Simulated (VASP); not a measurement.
**Li: single point with PBE+D3(BJ)**

The system is Li.

```
CELL_PARAMETERS angstrom
6.98000 0.00000 0.00000
0.00000 6.98000 0.00000
0.00000 0.00000 6.98000
ATOMIC_POSITIONS crystal
Li 0.02265 0.05255 0.95466
Li 0.51261 0.06534 0.00970
Li 0.01666 0.49345 0.97049
Li 0.01438 0.92021 0.53592
Li 0.25798 0.24483 0.25759
Li 0.50188 0.49288 0.95024
Li 0.49907 0.01683 0.48169
Li 0.74725 0.30622 0.18811
Li 0.96797 0.48116 0.51782
Li 0.26241 0.76085 0.18782
Li 0.27970 0.24835 0.67787
Li 0.54951 0.47639 0.51107
Li 0.82632 0.80649 0.19563
Li 0.78479 0.17443 0.67609
Li 0.25491 0.72229 0.74357
Li 0.70199 0.79564 0.76142
```

```json
{
 "Program": "VASP 6.6.1",
 "Task": "single point",
 "Functional": "PBE",
 "Dispersion": "D3(BJ)",
 "Potentials or basis": "VASP PAW PBE potentials, release 64 (Li_sv)",
 "Cutoff": "650 eV",
 "k mesh": "2 × 2 × 2",
 "Occupations": "fermi-dirac, width 0.11 eV",
 "Spin": "no spin polarisation"
}
```

| Quantity | Value |
| --- | --- |
| Pressure | -1.3 GPa |
| Largest force | 0.602 eV/Å |
| Band gap on the k mesh | zero (bands 24 and 25 overlap by 0.74 eV) |
| Dispersion energy per atom | -0.161 eV |

Forces on the atoms (eV/Å):
```
Li   0.232 -0.053  0.005
Li  -0.143 -0.247 -0.369
Li  -0.074 -0.027 -0.261
Li   0.187  0.178 -0.412
Li  -0.323  0.217  0.015
Li   0.057 -0.139  0.028
Li   0.103 -0.400 -0.310
Li   0.203 -0.251  0.388
Li   0.195  0.203 -0.128
Li   0.149 -0.097  0.251
Li  -0.215 -0.007  0.459
Li  -0.107  0.355 -0.233
Li  -0.375 -0.136  0.134
Li  -0.191  0.493  0.288
Li   0.157  0.223 -0.020
Li   0.144 -0.312  0.162
```

Stress tensor (GPa, compression positive):
```
-1.07 -0.08  0.20
-0.08 -1.30 -0.13
 0.20 -0.13 -1.38
```

Levels at points of the mesh, in eV from the Fermi level:
```tsv
k point	band 20	band 21	band 22	band 23	band 24	band 25	band 26	band 27
(0.00, 0.00, 0.00)	-1.01	-0.95	-0.89	-0.88	0.40	0.45	0.51	0.53
(0.50, 0.00, 0.00)	-0.56	-0.55	-0.47	-0.44	-0.37	-0.34	-0.26	1.15
(0.00, 0.50, 0.00)	-0.55	-0.49	-0.46	-0.40	-0.38	-0.34	-0.30	1.03
(0.00, 0.00, 0.50)	-0.58	-0.57	-0.49	-0.43	-0.35	-0.32	-0.18	1.03
(0.50, 0.50, 0.00)	-2.09	-0.13	-0.02	0.06	0.10	0.18	0.22	0.27
(0.00, 0.50, 0.50)	-2.04	-0.20	-0.12	-0.01	0.08	0.17	0.27	0.36
(0.50, 0.00, 0.50)	-2.11	-0.14	-0.05	0.04	0.09	0.13	0.24	0.28
(0.50, 0.50, 0.50)	-1.62	-1.58	-1.55	-1.48	-1.39	1.84	2.09	2.25
```

It took 80 s on 1 thread of Intel(R) Xeon(R) 6975P-C (Granite Rapids) (shared host), peak memory 0.53 GiB.

Caveat: the k points lie up to 0.45 Å⁻¹ apart, too coarse for converged energies and pressures of a metal; the atoms stand as in a frame of molecular dynamics.
